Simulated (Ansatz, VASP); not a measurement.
Two plane-wave programs on Ir

```
CELL_PARAMETERS angstrom
0.00000 1.91560 1.91560
1.91560 0.00000 1.91560
1.91560 1.91560 0.00000
ATOMIC_POSITIONS crystal
Ir 0.00000 0.00000 0.00000
```

Alike in both runs: functional PBEsol; k mesh 12 × 12 × 12; occupations fermi-dirac, width 0.05 eV; non-collinear spin, spin-orbit coupling.

```csv
,VASP,Ansatz
version,VASP 6.6.1,Ansatz 0.2.0
potentials or method,"VASP PAW PBE potentials, release 64 (Ir_sv_GW)",Ansatz PAW
plane-wave cutoff (eV),560,420
valence electrons in the cell,17,17
task,single point,band structure
```

|  | VASP | Ansatz | Ansatz less VASP |
| --- | --- | --- | --- |
| pressure (GPa) | -0.7 | 0.0 | +0.63 |

VASP's potentials were made for PBE, not for PBEsol.
